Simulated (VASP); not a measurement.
Set up this calculation in VASP 6.6.1, as the native input.

```yaml
Task: single point
Functional: PBE
Potentials_or_basis: VASP PAW PBE potentials, release 64 (Mg, Cd, Se)
Cutoff: 520 eV
k_mesh: 6 × 6 × 4
Occupations: gaussian, width 0.02 eV
Spin: no spin polarisation
Dipole_correction: no
Further_INCAR_settings: ALGO = Normal; EDIFF = 1e-06; NBANDS = 31
```

The structure of Mg3CdSe4 lies in POSCAR:

```
Mg3CdSe4
1.0
    4.2840620000      0.0000000000      0.0000000000
    0.0000000000      4.2840620000      0.0000000000
    0.0000000000      0.0000000000     12.0372590000
Mg Cd Se
3 1 4
Direct
    0.0000000000      0.0000000000      0.7546140000
    0.5000000000      0.5000000000      0.0000000000
    0.0000000000      0.0000000000      0.2453860000
    0.5000000000      0.5000000000      0.5000000000
    0.5000000000      0.0000000000      0.1226960000
    0.0000000000      0.5000000000      0.3670790000
    0.5000000000      0.0000000000      0.6329210000
    0.0000000000      0.5000000000      0.8773040000
```

One way to write it, as run:

INCAR

```
PREC = Accurate ; ENCUT = 520
EDIFF = 1E-6 ; ISMEAR = 0
SIGMA = 0.02 ; LREAL = False
LASPH = True ; NELM = 80
ALGO = Normal ; ISIF = 2
LWAVE = False ; LCHARG = False
GGA = PE ; NBANDS = 31
```

KPOINTS

```
regular mesh
0
Gamma
  6 6 4
```

Potentials or basis: VASP PAW PBE potentials, release 64 (Mg, Cd, Se).

Launch:

```sh
$ cat potpaw_PBE.64/Mg/POTCAR potpaw_PBE.64/Cd/POTCAR potpaw_PBE.64/Se/POTCAR > POTCAR
$ mpirun -np 1 vasp_std > vasp.out
```

It gave:

The pressure is 0.0 GPa, the largest force is 0.037 eV/Å and the band gap on the k mesh is 1.86 eV, direct.

Run time: 4.1 min on 1 thread of AMD EPYC 7R43 64-Core Processor (Zen 3) (shared host), peak memory 0.4 GiB.
